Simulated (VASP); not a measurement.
# Pd2PtS6 (P-31m) in VASP: single point with PBE

Aim: the single point of Pd2PtS6 with PBE.

Program: VASP 6.6.1. These are calculated values, not measurements. Logs are shortened: lines on timing, memory, paths and dates and some standing lists are left out, and cuts for length are marked.

### Step 1. The cell of the first run

It takes space group P-31m (No. 162, trigonal). The conventional cell has a = 6.171 Å, b = 6.171 Å, c = 6.273 Å, α = 90.00°, β = 90.00°, γ = 120.00°. Pd (site symmetry 32) has 6 S at 2.40 Å within 3.2 Å. Pt (site symmetry -3m) has 6 S at 2.40 Å within 3.2 Å. S (site symmetry m) has 1 Pt at 2.40 Å and 2 Pd at 2.40 Å and 3 S at 3.21 to 3.22 Å within 3.3 Å.

### Step 2. Single point, PBE

POSCAR reads:

```
Pd2PtS6
1.0
    6.1705037844      0.0000000000      0.0000000000
   -3.0852518922      5.3438130314      0.0000000000
    0.0000000000      0.0000000000      6.2730943193
Pd Pt S
2 1 6
Direct
    0.6666666667      0.3333333333      0.0000000000
    0.3333333333      0.6666666667      0.0000000000
    0.0000000000      0.0000000000      0.0000000000
    0.6668829413      0.6668829413      0.1969957036
    0.3331170587      0.0000000000      0.1969957036
    0.0000000000      0.3331170587      0.1969957036
    0.0000000000      0.6668829413      0.8030042964
    0.6668829413      0.0000000000      0.8030042964
    0.3331170587      0.3331170587      0.8030042964
```

INCAR.step1 reads:

```
SYSTEM = Pd2PtS6
  ALGO = Normal
  EDIFF = 1E-7
  ENCUT = 520
  GGA = PE
  ISIF = 2
  ISMEAR = 0
  LASPH = .TRUE.
  LCHARG = .TRUE.
  LMAXMIX = 4
  LREAL = .FALSE.
  LWAVE = .FALSE.
  NBANDS = 43
  NELM = 60
  PREC = Accurate
  SIGMA = 0.02
```

KPOINTS.step1 reads:

```
k-points
0
G
  6 6 6
  0 0 0
```

INCAR.step2 reads:

```
SYSTEM = Pd2PtS6
  ALGO = Normal
  EDIFF = 1E-7
  ENCUT = 520
  GGA = PE
  ICHARG = 11
  ISIF = 2
  ISMEAR = -5
  LASPH = .TRUE.
  LCHARG = .FALSE.
  LMAXMIX = 4
  LORBIT = 10
  LREAL = .FALSE.
  LWAVE = .FALSE.
  NBANDS = 43
  NEDOS = 2001
  NELM = 60
  PREC = Accurate
  SIGMA = 0.02
```

KPOINTS.step2 reads:

```
k-points
0
G
  9 9 9
  0 0 0
```

Potentials or basis: VASP PAW PBE potentials, release 64 (Pd, Pt, S).

Launch:

```
$ cat potpaw_PBE.64/Pd/POTCAR potpaw_PBE.64/Pt/POTCAR potpaw_PBE.64/S/POTCAR > POTCAR
$ cp INCAR.step1 INCAR
$ cp KPOINTS.step1 KPOINTS
$ mpirun -np 1 vasp_std > vasp.out
$ cp INCAR.step2 INCAR
$ cp KPOINTS.step2 KPOINTS
$ mpirun -np 1 vasp_std > vasp.out
```

OUTCAR:

```text
SYSTEM = Pd2PtS6
   EDIFF = 1E-7
   ENCUT = 520
   GGA = PE
   ICHARG = 11
   ISIF = 2
   ISMEAR = -5
   LASPH = .TRUE.
   LORBIT = 10
   LREAL = .FALSE.
   NELM = 60
   PREC = Accurate

 ion  position               nearest neighbor table
   1  0.667  0.333  0.000-   8 2.40   6 2.40   7 2.40   5 2.40   4 2.40   9 2.40
   2  0.333  0.667  0.000-   5 2.40   7 2.40   6 2.40   8 2.40   9 2.40   4 2.40
   3  0.000  0.000  0.000-   4 2.40   6 2.40   7 2.40   9 2.40   8 2.40   5 2.40
   4  0.667  0.667  0.197-   3 2.40   1 2.40   2 2.40
   5  0.333  0.000  0.197-   3 2.40   2 2.40   1 2.40
   6  0.000  0.333  0.197-   3 2.40   1 2.40   2 2.40
   7  0.000  0.667  0.803-   3 2.40   2 2.40   1 2.40
   8  0.667  0.000  0.803-   3 2.40   1 2.40   2 2.40
   9  0.333  0.333  0.803-   3 2.40   2 2.40   1 2.40

  LATTYP: Found a hexagonal cell.
 ALAT       =     6.1705037844
 C/A-ratio  =     1.0166259577

  Lattice vectors:

 A1 = (   6.1705037844,   0.0000000000,   0.0000000000)
 A2 = (  -3.0852518922,   5.3438130314,   0.0000000000)
 A3 = (   0.0000000000,   0.0000000000,   6.2730943193)

Analysis of symmetry for initial positions (statically):
=====================================================================
 Subroutine PRICEL returns:
 Original cell was already a primitive cell.

 Routine SETGRP: Setting up the symmetry group for a
 hexagonal supercell.

 Subroutine GETGRP returns: Found 12 space group operations
 (whereof 12 operations were pure point group operations)
 out of a pool of 24 trial point group operations.

The static configuration has the point symmetry D_3d.

Analysis of symmetry for dynamics (positions and initial velocities):
=====================================================================
 Subroutine PRICEL returns:
 Original cell was already a primitive cell.

 Routine SETGRP: Setting up the symmetry group for a
 hexagonal supercell.

 Subroutine GETGRP returns: Found 12 space group operations
 (whereof 12 operations were pure point group operations)
 out of a pool of 24 trial point group operations.

The dynamic configuration has the point symmetry D_3d.

 Subroutine INISYM returns: Found 12 space group operations
 (whereof 12 operations are pure point group operations),
 and found     1 'primitive' translations

----------------------------------------------------------------------------------------

                                     Primitive cell

  volume of cell :     206.8491

  direct lattice vectors                    reciprocal lattice vectors
     6.170503784  0.000000000  0.000000000     0.162061322  0.093566148  0.000000000
    -3.085251892  5.343813031  0.000000000     0.000000000  0.187132296  0.000000000
     0.000000000  0.000000000  6.273094319     0.000000000  0.000000000  0.159410962

  length of vectors
     6.170503784  6.170503784  6.273094319     0.187132296  0.187132296  0.159410962

  position of ions in fractional coordinates (direct lattice)
     0.666666667  0.333333333  0.000000000
     0.333333333  0.666666667  0.000000000
     0.000000000  0.000000000  0.000000000
     0.666882941  0.666882941  0.196995704
     0.333117059  0.000000000  0.196995704
     1.000000000  0.333117059  0.196995704
     1.000000000  0.666882941  0.803004296
     0.666882941  0.000000000  0.803004296
     0.333117059  0.333117059  0.803004296

  ion indices of the primitive-cell ions
   primitive index   ion index
                 1           1
                 2           2
                 3           3
                 4           4
                 5           5
                 6           6
                 7           7
                 8           8
                 9           9

----------------------------------------------------------------------------------------

 KPOINTS: k-points

Automatic generation of k-mesh.
 Grid dimensions read from file:
 generate k-points for:    9    9    9

 Generating k-lattice:

  Cartesian coordinates                     Fractional coordinates (reciprocal lattice)
     0.018006814  0.010396239  0.000000000     0.111111111 -0.000000000  0.000000000
     0.000000000  0.020792477  0.000000000     0.000000000  0.111111111  0.000000000
     0.000000000  0.000000000  0.017712329     0.000000000  0.000000000  0.111111111

  Length of vectors
     0.020792477  0.020792477  0.017712329

  Shift w.r.t. Gamma in fractional coordinates (k-lattice)
     0.000000000  0.000000000  0.000000000

 TETIRR: Found   1383 inequivalent tetrahedra from     4374

 Subroutine IBZKPT returns following result:
 ===========================================

 Found     88 irreducible k-points:

 Following reciprocal coordinates:
            Coordinates               Weight
  0.000000  0.000000  0.000000      1.000000
  0.111111 -0.000000  0.000000      6.000000
  0.222222  0.000000  0.000000      6.000000
  0.333333  0.000000  0.000000      6.000000
  0.444444  0.000000  0.000000      6.000000
  0.111111  0.111111  0.000000      6.000000
[... 16 lines left out ...]
 -0.111111  0.444444  0.111111     12.000000
  0.444444  0.111111  0.111111      6.000000
 [... further k-points ...]
   k-points           NKPTS =     88   k-points in BZ     NKDIM =     88   number of bands    NBANDS=     43
   number of dos      NEDOS =   2001   number of ions     NIONS =      9
   total plane-waves  NPLWV = 110592
   dimension x,y,z NGX =    48 NGY =   48 NGZ =   48
   dimension x,y,z NGXF=    96 NGYF=   96 NGZF=   96
   ions per type =               2   1   6
   NGX,Y,Z   is equivalent  to a cutoff of  12.93, 12.93, 12.72 a.u.
   NGXF,Y,Z  is equivalent  to a cutoff of  25.86, 25.86, 25.44 a.u.
 SYSTEM =  Pd2PtS6
   PREC   = accura    normal or accurate (medium, high low for compatibility)
   ISTART =      0    job   : 0-new  1-cont  2-samecut
   ICHARG =     11    charge: 1-file 2-atom 10-const
   ISPIN  =      1    spin polarized calculation?
   LNONCOLLINEAR =      F non collinear calculations
   LSORBIT =      F    spin-orbit coupling
   LASPH  =      T    aspherical Exc in radial PAW
   ENCUT  =  520.0 eV  38.22 Ry    6.18 a.u.  11.47 11.47 11.66*2*pi/ulx,y,z
   NELM   =     60;   NELMIN=  2; NELMDL=  0     # of ELM steps
   EDIFF  = 0.1E-06   stopping-criterion for ELM
   LREAL  =      F    real-space projection
   EDIFFG = 0.1E-05   stopping-criterion for IOM
   NSW    =      0    number of steps for IOM
   IBRION =     -1    ionic relax: 0-MD 1-quasi-New 2-CG
   NFREE  =      0    steps in history (QN), initial steepest desc. (CG)
   ISIF   =      2    stress and relaxation
   ISYM   =      2    0-nonsym 1-usesym 2-fastsym
   POTIM  = 0.5000    time-step for ionic-motion
   TEBEG  =    0.0;   TEEND  =   0.0 temperature during run
   PSTRESS=    0.0 pullay stress
   NELECT =      66.0000    total number of electrons
   NUPDOWN=      -1.0000    fix difference up-down
   EMIN   =  10.00;   EMAX   =-10.00  energy-range for DOS
   EFERMI =   0.00;   METHOD = LEGACY
   ISMEAR =    -5;   SIGMA  =   0.02  broadening in eV -4-tet -1-fermi 0-gaus
   EFERMI_NEDOS =   21; number of points for ismear=-14 and -15
   IALGO  =     38    algorithm
   IMIX   =      4    mixing-type and parameters
     AMIX     =   0.40;   BMIX     =  1.00
     AMIX_MAG =   1.60;   BMIX_MAG =  1.00
  volume/ion in A,a.u.               =      22.98       155.10
  Fermi-wavevector in a.u.,A,eV,Ry     =   1.118678  2.113994 17.026867  1.251439
  Thomas-Fermi vector in A             =   2.255311
   LORBIT       =     10    0 simple, 1 ext, 2 COOP (PROOUT), +10 PAW based schemes
   GGA     = PE    functional components
   LHFCALC =     F    Hartree Fock is set to
   AEXX    =    0.0000 exact exchange contribution
   IVDW    =     0    specifies the selected vdW correction
   LEPSILON=     F    determine dielectric tensor
   LRPA    =     F    only Hartree local field effects (RPA)
 non-spin polarized calculation
 Fermi weights with tetrahedron method with Bloechl corrections
  energy-cutoff  :      520.00
  volume of cell :      206.85
 maximum number of plane-waves:      5603
 NGX is ok and might be reduce to    48

 number of electron      66.0000012 magnetization

 Free energy of the ion-electron system (eV)
  ---------------------------------------------------
  ext. energy  EPLUGINS =         0.00000000
  ---------------------------------------------------
  free energy    TOTEN  =       -43.45555320 eV

  energy without entropy =      -43.45555320  energy(sigma->0) =      -43.45555320

 E-fermi :   3.3831     XC(G=0):  -9.0994

 val. band max:        3.3761656507   @ k =   0.4444   0.0000   0.0000
 cond. band min:       4.3736081663   @ k =  -0.2222   0.4444   0.3333
 fundamental gap:      0.9974425156
 Fermi energy:         3.3830995725

 k-point     1 :       0.0000    0.0000    0.0000
  band No.  band energies     occupation
      1     -10.4760      2.00000
      2      -8.7701      2.00000
      3      -8.7700      2.00000
      4      -8.7057      2.00000
      5      -8.7057      2.00000
      6      -8.4661      2.00000
[... 35 lines left out ...]
     42      10.0045      0.00000
     43      10.4325      0.00000

 k-point     2 :       0.1111   -0.0000    0.0000
  band No.  band energies     occupation
      1     -10.4302      2.00000
      2      -8.8082      2.00000
      3      -8.7654      2.00000
      4      -8.7479      2.00000
      5      -8.7027      2.00000
      6      -8.4732      2.00000
[... 35 lines left out ...]
     42       9.9964      0.00000
     43      10.4501      0.00000

 k-point     3 :       0.2222    0.0000    0.0000
  band No.  band energies     occupation
      1     -10.2962      2.00000
      2      -8.9489      2.00000
      3      -8.8289      2.00000
      4      -8.7544      2.00000
      5      -8.6918      2.00000
      6      -8.4935      2.00000
[... 35 lines left out ...]
     42      10.2679      0.00000
     43      10.4619      0.00000

 k-point     4 :       0.3333    0.0000    0.0000
  band No.  band energies     occupation
      1     -10.0857      2.00000
      2      -9.1907      2.00000
      3      -8.8978      2.00000
      4      -8.7443      2.00000
      5      -8.6701      2.00000
      6      -8.5235      2.00000
[... 863 lines left out ...]
     42      10.3240      0.00000
     43      10.6867      0.00000

 k-point    23 :      -0.1111    0.4444    0.1111
  band No.  band energies     occupation
      1      -9.9268      2.00000
      2      -9.3149      2.00000
      3      -9.0015      2.00000
      4      -8.7110      2.00000
      5      -8.6604      2.00000
      6      -8.5499      2.00000
[... 35 lines left out ...]
     42      10.5207      0.00000
     43      10.6588      0.00000

 k-point    24 :       0.4444    0.1111    0.1111
  band No.  band energies     occupation
      1      -9.7109      2.00000
      2      -9.5370      2.00000
      3      -9.0110      2.00000
      4      -8.7230      2.00000
      5      -8.6491      2.00000
      6      -8.5721      2.00000
[... 35 lines left out ...]
     42      10.2702      0.00000
     43      10.4578      0.00000

 [... further k-points ...]

------------------------ aborting loop because EDIFF is reached ----------------------------------------

  FORCE on cell =-STRESS in cart. coord.  units (eV):
  Direction    XX          YY          ZZ          XY          YZ          ZX
  --------------------------------------------------------------------------------------
  -------------------------------------------------------------------------------------
  Total       -0.4038928     -0.4038928     -0.2537823      0.0000000      0.0000000      0.0000000
  in kB       -3.1284049     -3.1284049     -1.9657046      0.0000000      0.0000000      0.0000000
  external PRESSURE =      -2.7408381 kB  Pullay stress =       0.0000000 kB

 VOLUME and BASIS-vectors are now :
 -----------------------------------------------------------------------------
  energy-cutoff  :      520.00
  volume of cell :      206.85
      direct lattice vectors                 reciprocal lattice vectors
     6.170503784  0.000000000  0.000000000     0.162061322  0.093566148  0.000000000
    -3.085251892  5.343813031  0.000000000     0.000000000  0.187132296  0.000000000
     0.000000000  0.000000000  6.273094319     0.000000000  0.000000000  0.159410962

 POSITION                                       TOTAL-FORCE (eV/Angst)
 -----------------------------------------------------------------------------------
      3.08525      1.78127      0.00000         0.000000     -0.000000     -0.000000
     -0.00000      3.56254      0.00000        -0.000000     -0.000000     -0.000000
      0.00000      0.00000      0.00000         0.000000     -0.000000     -0.000000
      2.05750      3.56370      1.23577         0.007683      0.013307     -0.031459
      2.05550      0.00000      1.23577        -0.015366     -0.000000     -0.031459
     -1.02775      1.78012      1.23577         0.007683     -0.013307     -0.031459
     -2.05750      3.56370      5.03732        -0.007683      0.013307      0.031459
      4.11500      0.00000      5.03732         0.015366     -0.000000      0.031459
      1.02775      1.78012      5.03732        -0.007683     -0.013307      0.031459
 -----------------------------------------------------------------------------------
    total drift:                               -0.000000      0.000000      0.000000

  FREE ENERGIE OF THE ION-ELECTRON SYSTEM (eV)
  ---------------------------------------------------
  free  energy   TOTEN  =       -43.4555531983 eV

  energy  without entropy=      -43.4555531983  energy(sigma->0) =      -43.45555320

 total charge

# of ion       s       p       d       tot
------------------------------------------
    1        0.519   0.724   8.335   9.578
    2        0.519   0.724   8.335   9.578
    3        0.682   0.772   7.948   9.401
    4        1.365   2.260   0.000   3.625
    5        1.365   2.260   0.000   3.625
    6        1.365   2.260   0.000   3.625
    7        1.365   2.260   0.000   3.625
    8        1.365   2.260   0.000   3.625
    9        1.365   2.260   0.000   3.625
--------------------------------------------------
tot          9.907  15.781  24.617  50.305
```

Wall time 7.6 min (1 thread of Intel Xeon 6975P-C (Granite Rapids), shared host); peak memory 0.78 GiB.

Results:

```
Valence electrons inside the program's atomic spheres : Pd 9.58; Pt 9.40; S 3.62
```

Levels at points of the mesh, in eV from the valence-band top:
```
           k point  band 29  band 30  band 31  band 32  band 33  band 34  band 35  band 36  band 37  band 38
(0.00, 0.00, 0.00)    -0.95    -0.95    -0.30    -0.30    -0.30     1.16     1.16     1.52     1.52     2.60
```

Caveat: spin-orbit coupling is left out, which moves the levels of the heavy elements; this functional lacks dispersion, which binds layers or chains, so the pressure and a relaxed spacing across them are unreliable.
